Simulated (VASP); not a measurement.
# LiCl (R-3m) in VASP: single point with HSE06

Aim: the single point of LiCl with HSE06.

All numbers are computed with VASP 6.6.1; they aren't measurements. Logs are shortened: lines on timing, memory, paths and dates and some standing lists are left out, and cuts for length are marked.

## (1) The cell of the first run

The structure is trigonal, space group R-3m (No. 166). Conventional cell: a = 4.626 Å, b = 4.626 Å, c = 5.968 Å, α = 90.00°, β = 90.00°, γ = 120.00°. Within 3.8 Å of Li (site symmetry -3m) lie 8 Cl at 2.85 to 2.98 Å and 6 Li at 3.33 Å. Within 3.8 Å of Cl (site symmetry -3m) lie 8 Li at 2.85 to 2.98 Å and 6 Cl at 3.33 Å.

## (2) Single point, HSE06 (strain along [111] +5.3%)

POSCAR

```
LiCl
1.0
    3.3293495757      0.0582259997      0.0582259997
    0.0582259997      3.3293495757      0.0582259997
    0.0582259997      0.0582259997      3.3293495757
Li Cl
1 1
Direct
    0.0000000000      0.0000000000      0.0000000000
    0.5000000000      0.5000000000      0.5000000000
```

INCAR.step1

```
ALGO     = Normal         # electronic algorithm
EDIFF    = 1E-5           # SCF threshold, eV
ENCUT    = 520            # plane-wave cutoff, eV
GGA      = PE             # functional
ISIF     = 2              # what is computed and relaxed
ISMEAR   = 0              # smearing method
LASPH    = T              # aspherical terms in the spheres
LCHARG   = F              # write CHGCAR
LREAL    = F              # projectors in reciprocal space
LWAVE    = T              # write WAVECAR
NBANDS   = 12             # bands
NELM     = 60             # most SCF steps
PREC     = Accurate       # precision mode
SIGMA    = 0.01           # smearing width, eV
```

INCAR.step2

```
ALGO     = Normal         # electronic algorithm
EDIFF    = 1E-6           # SCF threshold, eV
ENCUT    = 520            # plane-wave cutoff, eV
GGA      = PE             # functional
HFSCREEN = 0.2079         # screening, 1/A
ISIF     = 2              # what is computed and relaxed
ISMEAR   = 0              # smearing method
ISTART   = 1            
LASPH    = T              # aspherical terms in the spheres
LCHARG   = F              # write CHGCAR
LHFCALC  = T              # exact exchange
LREAL    = F              # projectors in reciprocal space
LWAVE    = F              # write WAVECAR
NBANDS   = 12             # bands
NELM     = 60             # most SCF steps
PREC     = Accurate       # precision mode
PRECFOCK = Normal       
SIGMA    = 0.01           # smearing width, eV
```

KPOINTS

```
k-points
0
Gamma
  6 6 6
```

Potentials or basis: VASP PAW PBE potentials, release 64 (Li_sv, Cl).

On the command line:

```
> cat potpaw_PBE.64/Li_sv/POTCAR potpaw_PBE.64/Cl/POTCAR > POTCAR
> cp INCAR.step1 INCAR
> mpirun -np 1 vasp_std > vasp.out
> cp INCAR.step2 INCAR
> mpirun -np 1 vasp_std > vasp.out
```

OUTCAR:

```text
EDIFF = 1E-6
   ENCUT = 520
   GGA = PE
   HFSCREEN = 0.2079
   ISIF = 2
   ISMEAR = 0
   ISTART = 1
   LASPH = T
   LHFCALC = T
   LREAL = F
   NELM = 60
   PREC = Accurate
   PRECFOCK = Normal

 ion  position               nearest neighbor table
   1  0.000  0.000  0.000-
   2  0.500  0.500  0.500-

  LATTYP: Found a trigonal (rhomboedric) cell.
 ALAT       =     3.3303677171
 COS(alpha) =     0.0352616870

  Lattice vectors:

 A1 = (   3.3293495757,   0.0582259997,   0.0582259997)
 A2 = (   0.0582259997,   3.3293495757,   0.0582259997)
 A3 = (   0.0582259997,   0.0582259997,   3.3293495757)

Analysis of symmetry for initial positions (statically):
=====================================================================
 Subroutine PRICEL returns:
 Original cell was already a primitive cell.

 Routine SETGRP: Setting up the symmetry group for a
 trigonal (rhombohedral) supercell.

 Subroutine GETGRP returns: Found 12 space group operations
 (whereof 12 operations were pure point group operations)
 out of a pool of 12 trial point group operations.

The static configuration has the point symmetry D_3d.

Analysis of symmetry for dynamics (positions and initial velocities):
=====================================================================
 Subroutine PRICEL returns:
 Original cell was already a primitive cell.

 Routine SETGRP: Setting up the symmetry group for a
 trigonal (rhombohedral) supercell.

 Subroutine GETGRP returns: Found 12 space group operations
 (whereof 12 operations were pure point group operations)
 out of a pool of 12 trial point group operations.

The dynamic configuration has the point symmetry D_3d.

 Subroutine INISYM returns: Found 12 space group operations
 (whereof 12 operations are pure point group operations),
 and found     1 'primitive' translations

----------------------------------------------------------------------------------------

                                     Primitive cell

  volume of cell :      36.8709

  direct lattice vectors                    reciprocal lattice vectors
[... 92 lines left out ...]
   NFREE  =      0    steps in history (QN), initial steepest desc. (CG)
   ISIF   =      2    stress and relaxation
   ISYM   =      3    0-nonsym 1-usesym 2-fastsym
   POTIM  = 0.5000    time-step for ionic-motion
   TEBEG  =    0.0;   TEEND  =   0.0 temperature during run
   PSTRESS=    0.0 pullay stress
   NELECT =      10.0000    total number of electrons
   NUPDOWN=      -1.0000    fix difference up-down
   EMIN   =  10.00;   EMAX   =-10.00  energy-range for DOS
   EFERMI =   0.00;   METHOD = LEGACY
   ISMEAR =     0;   SIGMA  =   0.01  broadening in eV -4-tet -1-fermi 0-gaus
   EFERMI_NEDOS =   21; number of points for ismear=-14 and -15
   IALGO  =     38    algorithm
   IMIX   =      1    mixing-type and parameters
     AMIX     =   0.40;   BMIX     =  1.00
     AMIX_MAG =   1.60;   BMIX_MAG =  1.00
  volume/ion in A,a.u.               =      18.44       124.41
  Fermi-wavevector in a.u.,A,eV,Ry     =   1.059693  2.002530 15.278655  1.122949
  Thomas-Fermi vector in A             =   2.195048
   LORBIT       =      0    0 simple, 1 ext, 2 COOP (PROOUT), +10 PAW based schemes
   GGA     = PE    functional components
   LHFCALC =     T    Hartree Fock is set to
   PRECFOCK=normal    Normal, Fast or Accurate (Low or Medium for compatibility)
   ENCUT4O =  -1.0   cutoff for four orbital integrals eV
   NKREDX  =     1    reduce k-point grid by
   NKREDY  =     1    reduce k-point grid by
   NKREDZ  =     1    reduce k-point grid by
   AEXX    =    0.2500 exact exchange contribution
   HFSCREEN=    0.2079 screening length (either q_TF or 0.3 A-1)
   HFSCREENC=   0.2079 screening length for correlation (either q_TF or 0.3 A-1)
   ENCUTFOCK=  -1.0 apply spherical cutoff to Coloumb kernel
   IVDW    =     0    specifies the selected vdW correction
   LEPSILON=     F    determine dielectric tensor
   LRPA    =     F    only Hartree local field effects (RPA)
 non-spin polarized calculation
 Gauss-broadening in eV      SIGMA  =   0.01
  energy-cutoff  :      520.00
  volume of cell :       36.87
 maximum number of plane-waves:      1004
 NGX is ok and might be reduce to    28
  NGX = 20; NGY = 20; NGZ = 20

 number of electron       9.9999998 magnetization

 Free energy of the ion-electron system (eV)
  ---------------------------------------------------
  ext. energy  EPLUGINS =         0.00000000
  ---------------------------------------------------
  free energy    TOTEN  =        -7.85783777 eV

  energy without entropy =       -7.85783777  energy(sigma->0) =       -7.85783777

 E-fermi :   0.3156     XC(G=0):  -6.9931

 val. band max:        0.2289409818   @ k =   0.5000   0.5000  -0.0000
 cond. band min:       5.7416301184   @ k =   0.0000   0.0000   0.0000
 fundamental gap:      5.5126891366
 Fermi energy:         0.3156078375

 k-point     1 :       0.0000    0.0000    0.0000
  band No.  band energies     occupation
      1     -47.9603      2.00000
      2     -15.0597      2.00000
      3      -0.6324      2.00000
      4      -0.6324      2.00000
      5      -0.4122      2.00000
      6       5.7416      0.00000
      7      10.3554      0.00000
      8      10.3554      0.00000
      9      14.4630      0.00000
     10      14.8803      0.00000
     11      14.8803      0.00000
     12      18.6548      0.00000
[... 331 lines left out ...]
 k-point    24 :      -0.3333    0.5000    0.1667
  band No.  band energies     occupation
      1     -47.9560      2.00000
      2     -14.1077      2.00000
      3      -3.0654      2.00000
      4      -2.3174      2.00000
      5      -0.6445      2.00000
      6       7.5289      0.00000
      7       9.5340      0.00000
      8       9.8258      0.00000
      9      13.9323      0.00000
     10      14.3809      0.00000
     11      16.1751      0.00000
     12      17.9351      0.00000

 [... further k-points ...]
[... 5 lines left out ...]
  --------------------------------------------------------------------------------------
  -------------------------------------------------------------------------------------
  Total       -0.4090780     -0.4090780     -0.4090780      0.1411705      0.1411705      0.1411705
  in kB      -17.7759364    -17.7759364    -17.7759364      6.1343773      6.1343773      6.1343773
  external PRESSURE =     -17.7759364 kB  Pullay stress =       0.0000000 kB

 VOLUME and BASIS-vectors are now :
 -----------------------------------------------------------------------------
  energy-cutoff  :      520.00
  volume of cell :       36.87
      direct lattice vectors                 reciprocal lattice vectors
     3.329349576  0.058226000  0.058226000     0.300539650 -0.005165707 -0.005165707
     0.058226000  3.329349576  0.058226000    -0.005165707  0.300539650 -0.005165707
     0.058226000  0.058226000  3.329349576    -0.005165707 -0.005165707  0.300539650

 POSITION                                       TOTAL-FORCE (eV/Angst)
 -----------------------------------------------------------------------------------
      0.00000      0.00000      0.00000         0.000000      0.000000      0.000000
      1.72290      1.72290      1.72290        -0.000000     -0.000000     -0.000000
 -----------------------------------------------------------------------------------
    total drift:                               -0.000000      0.000000     -0.000000

  FREE ENERGIE OF THE ION-ELECTRON SYSTEM (eV)
  ---------------------------------------------------
  free  energy   TOTEN  =        -7.8578377724 eV

  energy  without entropy=       -7.8578377724  energy(sigma->0) =       -7.85783777
```

OUTCAR.step1:

```text
EDIFF = 1E-5
   ENCUT = 520
   GGA = PE
   ISIF = 2
   ISMEAR = 0
[... 585 lines left out ...]
 -----------------------------------------------------------------------------------
      0.00000      0.00000      0.00000        -0.000000     -0.000000      0.000000
      1.72290      1.72290      1.72290         0.000000      0.000000      0.000000
 -----------------------------------------------------------------------------------
    total drift:                                0.000000      0.000000      0.000000

  FREE ENERGIE OF THE ION-ELECTRON SYSTEM (eV)
  ---------------------------------------------------
  free  energy   TOTEN  =        -6.8212647369 eV

  energy  without entropy=       -6.8212647369  energy(sigma->0) =       -6.82126474
```

OSZICAR.step1:

```text
N       E                     dE             d eps       ncg     rms          rms(c)
DAV:   1     0.436956839324E+02    0.43696E+02   -0.38545E+03   768   0.759E+02
DAV:   2    -0.421330649701E+01   -0.47909E+02   -0.43959E+02   976   0.143E+02
DAV:   3    -0.689840790802E+01   -0.26851E+01   -0.26787E+01   996   0.349E+01
DAV:   4    -0.695697394468E+01   -0.58566E-01   -0.58555E-01  1068   0.543E+00
DAV:   5    -0.695766119134E+01   -0.68725E-03   -0.68724E-03  1032   0.555E-01    0.281E+00
DAV:   6    -0.683095849530E+01    0.12670E+00   -0.27132E-01   892   0.213E+00    0.188E+00
DAV:   7    -0.681920510467E+01    0.11753E-01   -0.80413E-02  1136   0.134E+00    0.102E+00
DAV:   8    -0.682124714724E+01   -0.20420E-02   -0.79433E-03   868   0.635E-01    0.228E-01
DAV:   9    -0.682119695950E+01    0.50188E-04   -0.38708E-04   996   0.137E-01    0.107E-01
DAV:  10    -0.682127035408E+01   -0.73395E-04   -0.22256E-04   856   0.861E-02    0.697E-02
DAV:  11    -0.682126473692E+01    0.56172E-05   -0.32478E-05  1084   0.296E-02
   1 F= -.68212647E+01 E0= -.68212647E+01  d E =-.874779E-57
```

Wall time 6.7 min (1 thread of Intel Xeon 6975P-C (Granite Rapids), shared host); peak memory 0.27 GiB.

Results:

| Property | Result |
| --- | --- |
| Free energy | -7.8578 eV |
| Band gap on the k mesh | 5.51 eV (least direct gap 6.15 eV) |

Caveat: the cell differs from its parent crystal (strain along [111] +5.3%); the cutoff is under 1.25 times the usual one of these potentials, so pressure, stress and relaxed cells hold a basis-set (Pulay) error; the structure was generated, so it needn't be the stable form of LiCl; the PAW data sets were made with another functional, which shifts forces and pressure a little.
